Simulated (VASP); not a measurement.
# RuC18 in VASP: a series of runs, part 2 of 3

VASP 6.6.1. Earlier steps stand in the parts before.

## Step 3: Single point, PBE+D3(BJ)

INCAR reads:

```
SYSTEM = RuC18
PREC = Accurate ; ENCUT = 520
EDIFF = 1E-6 ; ISMEAR = -1
SIGMA = 0.05 ; LREAL = Auto
LASPH = .TRUE. ; NELM = 100
ALGO = Normal ; ISIF = 2
LWAVE = .FALSE. ; LCHARG = .FALSE.
GGA = PE ; IVDW = 12
NBANDS = 58
```

KPOINTS reads:

```
Automatic mesh
0
G
  2 2 1
  0 0 0
```

POSCAR reads:

```
RuC18
1.0
    7.3980000000      0.0000000000      0.0000000000
   -3.6990000000      6.4068560000      0.0000000000
    0.0000000000      0.0000000000     11.0000000000
C Ru
18 1
Direct
   -0.0049747087     -0.0103746674      0.0952440000
    0.2159423177      0.1013339460      0.0952003636
   -0.0049730582      0.3222625887      0.0952292727
    0.2159521865      0.4314807450      0.0951732727
   -0.0073442484      0.6547570290      0.0951700000
    0.2156040507      0.7662302696      0.0912389091
    0.3274161444     -0.0101385141      0.0912574545
    0.5510416273      0.1016571935      0.0912210000
    0.3276583649      0.3222621205      0.0952331818
    0.5508079023      0.4338307276      0.0952152727
    0.3274195377      0.6544159881      0.0912288182
    0.5510495403      0.7662307378      0.0912427273
    0.6628714500     -0.0101367972      0.0912555455
    0.8858160158      0.1013351947      0.0951979091
    0.6625130632      0.3246019577      0.0951499091
    0.8834461049      0.4338305715      0.0952143636
    0.6625243801      0.6547562486      0.0951729091
    0.8834494891      0.7664745391      0.0952300000
    0.4392196601      0.8780097446      0.2437615455
```

Potentials or basis: VASP PAW PBE potentials, release 64 (C, Ru_pv).

The run is started by

```console
> cat potpaw_PBE.64/C/POTCAR potpaw_PBE.64/Ru_pv/POTCAR > POTCAR
> mpirun -np 1 vasp_std > vasp.out
```

OUTCAR:

```text
SYSTEM = RuC18
   PREC = Accurate
   ENCUT = 520
   EDIFF = 1E-6
   ISMEAR = -1
   LREAL = Auto
   LASPH = .TRUE.
   NELM = 100
   ISIF = 2
   GGA = PE
   IVDW = 12
 IVDW          = 12

 ion  position               nearest neighbor table
   1  0.995  0.990  0.095-   2 1.42  14 1.42  18 1.43
   2  0.216  0.101  0.095-   1 1.42   9 1.42   7 1.43
   3  0.995  0.322  0.095-   4 1.42  14 1.42  16 1.43
   4  0.216  0.431  0.095-   9 1.42   3 1.42  11 1.43
   5  0.993  0.655  0.095-  18 1.42  16 1.42   6 1.43
   6  0.216  0.766  0.091-   5 1.43  11 1.43   7 1.43  19 2.21
   7  0.327  0.990  0.091-   2 1.43   8 1.43   6 1.43  19 2.21
   8  0.551  0.102  0.091-  15 1.43  13 1.43   7 1.43  19 2.21
   9  0.328  0.322  0.095-   4 1.42   2 1.42  10 1.43
  10  0.551  0.434  0.095-  17 1.42  15 1.42   9 1.43
  11  0.327  0.654  0.091-   4 1.43   6 1.43  12 1.43  19 2.21
  12  0.551  0.766  0.091-  17 1.43  11 1.43  13 1.43  19 2.21
  13  0.663  0.990  0.091-  14 1.43   8 1.43  12 1.43  19 2.21
  14  0.886  0.101  0.095-   1 1.42   3 1.42  13 1.43
  15  0.663  0.325  0.095-  16 1.42  10 1.42   8 1.43
  16  0.883  0.434  0.095-   5 1.42  15 1.42   3 1.43
  17  0.663  0.655  0.095-  18 1.42  10 1.42  12 1.43
  18  0.883  0.766  0.095-   5 1.42  17 1.42   1 1.43
  19  0.439  0.878  0.244-  12 2.21  11 2.21   6 2.21   7 2.21  13 2.21   8 2.21

  LATTYP: Found a hexagonal cell.
 ALAT       =     7.3980000000
 C/A-ratio  =     1.4868883482

  Lattice vectors:

 A1 = (   7.3980000000,   0.0000000000,   0.0000000000)
 A2 = (  -3.6990000000,   6.4068560000,   0.0000000000)
 A3 = (   0.0000000000,   0.0000000000,  11.0000000000)

Analysis of symmetry for initial positions (statically):
=====================================================================
 Subroutine PRICEL returns:
 Original cell was already a primitive cell.

 Routine SETGRP: Setting up the symmetry group for a
 hexagonal supercell.

 Subroutine GETGRP returns: Found  2 space group operations
 (whereof  1 operations were pure point group operations)
 out of a pool of 24 trial point group operations.
[... 154 lines left out ...]
   GGA     = PE    functional components
   LHFCALC =     F    Hartree Fock is set to
   AEXX    =    0.0000 exact exchange contribution
   IVDW    =    12    specifies the selected vdW correction
   LEPSILON=     F    determine dielectric tensor
   LRPA    =     F    only Hartree local field effects (RPA)
 non-spin polarized calculation
  energy-cutoff  :      520.00
  volume of cell :      521.38
 maximum number of plane-waves:     14099
 NGX is ok and might be reduce to    56
   NGX = 27   NGY = 27   NGZ = 41

 number of electron      85.9999995 magnetization

 Free energy of the ion-electron system (eV)
  ---------------------------------------------------
  ext. energy  EPLUGINS =         0.00000000
  ---------------------------------------------------
  free energy    TOTEN  =      -170.02537849 eV

  energy without entropy =     -169.97545602  energy(sigma->0) =     -170.00041725

 E-fermi :  -0.3348     XC(G=0):  -4.4384

 val. band max:       -0.7088892486   @ k =   0.0000   0.5000   0.0000
 cond. band min:      -0.2993870893   @ k =   0.0000   0.5000   0.0000
 fundamental gap:      0.4095021592
 Fermi energy:        -0.3348365458

 k-point     1 :       0.0000    0.0000    0.0000
  band No.  band energies     occupation
      1     -42.6989      2.00000
      2     -42.5353      2.00000
      3     -42.5348      2.00000
      4     -20.5058      2.00000
      5     -18.1662      2.00000
      6     -18.0135      2.00000
[... 163 lines left out ...]
     54       4.1546      0.00000
     55       4.4373      0.00000
 [bands above 55 left out]

------------------------ aborting loop because EDIFF is reached ----------------------------------------

 Edisp (eV)   -1.80783

 E8    (eV) :    -0.5920

  FORCE on cell =-STRESS in cart. coord.  units (eV):
  Direction    XX          YY          ZZ          XY          YZ          ZX
  --------------------------------------------------------------------------------------
  -------------------------------------------------------------------------------------
  Total       6.21565     6.21739    -0.15742     0.00000    -0.00327     0.00000
  in kB      19.10053    19.10588    -0.48374     0.00000    -0.01005     0.00000
  external pressure =       12.57 kB  Pullay stress =        0.00 kB

 VOLUME and BASIS-vectors are now :
 -----------------------------------------------------------------------------
  energy-cutoff  :      520.00
  volume of cell :      521.38
      direct lattice vectors                 reciprocal lattice vectors
     7.398000000  0.000000000  0.000000000     0.135171668  0.078041398  0.000000000
    -3.699000000  6.406856000  0.000000000     0.000000000  0.156082796  0.000000000
     0.000000000  0.000000000 11.000000000     0.000000000  0.000000000  0.090909091

 POSITION                                       TOTAL-FORCE (eV/Angst)
 -----------------------------------------------------------------------------------
      3.70057      6.34039      1.04768        -0.000000     -0.003266      0.002217
      1.22271      0.64923      1.04720        -0.002929      0.003761     -0.000513
      6.16916      2.06469      1.04752         0.006196     -0.006807      0.001272
      0.00157      2.76443      1.04691        -0.000000     -0.004506      0.000912
      4.92172      4.19493      1.04687         0.001671      0.004583      0.001181
     -1.23925      4.90913      1.00363        -0.007086     -0.003444     -0.008906
[... 11 lines left out ...]
      3.70057      4.91069      1.04753         0.000000      0.005445      0.001187
      0.00159      5.62528      2.68138        -0.000000      0.001457      0.022954
 -----------------------------------------------------------------------------------
    total drift:                                0.068862      0.000739     -0.014538

  FREE ENERGIE OF THE ION-ELECTRON SYSTEM (eV)
  ---------------------------------------------------
  free  energy   TOTEN  =      -171.8332079761 eV

  energy  without entropy=     -171.7832855090  energy(sigma->0) =     -171.80824674
```

OSZICAR:

```text
N       E                     dE             d eps       ncg     rms          rms(c)
DAV:   1     0.633603686980E+03    0.63360E+03   -0.39100E+04   396   0.122E+03
DAV:   2    -0.979554549383E+02   -0.73156E+03   -0.70764E+03   486   0.284E+02
DAV:   3    -0.184259564075E+03   -0.86304E+02   -0.84958E+02   424   0.981E+01
[... 16 lines left out ...]
DAV:  20    -0.170025353143E+03   -0.14001E-04   -0.37623E-06   254   0.490E-03    0.145E-03
DAV:  21    -0.170025368321E+03   -0.15178E-04   -0.21786E-06   244   0.349E-03    0.166E-03
DAV:  22    -0.170025376094E+03   -0.77729E-05   -0.78448E-07   230   0.203E-03    0.119E-03
DAV:  23    -0.170025378316E+03   -0.22224E-05   -0.32589E-07   244   0.140E-03    0.482E-04
DAV:  24    -0.170025378487E+03   -0.17086E-06   -0.36964E-08   254   0.795E-04
   1 F= -.17183321E+03 E0= -.17180825E+03  d E =-.499225E-01
```

stdout:

```text
POSCAR found type information on POSCAR C Ru
 POSCAR found :  2 types and      19 ions
 scaLAPACK will be used
 LDA part: xc-table for (Slater+PW92), standard interpolation
 POSCAR, INCAR and KPOINTS ok, starting setup
 FFT: planning ... GRIDC
 FFT: planning ... GRID_SOFT
 FFT: planning ... GRID
 WAVECAR not read
 entering main loop
```

Wall time 2.4 min (1 thread of AMD EPYC 9R45 (Zen 5), shared host); peak memory 0.52 GiB.

Results:

* Free energy: -171.8332 eV
* Largest force: 0.023 eV/Å
* Band gap on the k mesh: zero (band 43 reaches -0.09 eV, above the bottom of band 44 at -0.30 eV)
* Dispersion energy per atom: -0.095 eV

Forces in eV/Å, atoms in the order of the input:
```
C    0.000 -0.003  0.002
C   -0.003  0.004 -0.001
C    0.006 -0.007  0.001
C    0.000 -0.005  0.001
C    0.002  0.005  0.001
C   -0.007 -0.003 -0.009
C    0.000 -0.002 -0.005
C    0.000  0.008 -0.005
C   -0.006 -0.007  0.001
C    0.005 -0.001  0.001
C    0.000 -0.003 -0.004
C    0.007 -0.003 -0.009
C    0.000 -0.002 -0.005
C    0.003  0.004 -0.001
C    0.000  0.007  0.002
C   -0.005 -0.001  0.001
C   -0.002  0.005  0.001
C    0.000  0.005  0.001
Ru   0.000  0.001  0.023
```

Levels at points of the mesh, in eV from the Fermi level:
```tsv
k point	band 41	band 42	band 43	band 44	band 45	band 46
(0.00, 0.00, 0.00)	-1.69	-1.32	0.25	0.25	0.63	0.63
(0.50, 0.00, 0.00)	-1.26	-1.16	-0.37	0.04	0.96	1.46
(0.00, 0.50, 0.00)	-1.26	-1.16	-0.37	0.04	0.96	1.46
```

Caveat: the k points lie up to 0.49 Å⁻¹ apart.

(Part 2 of 3 ends here.)
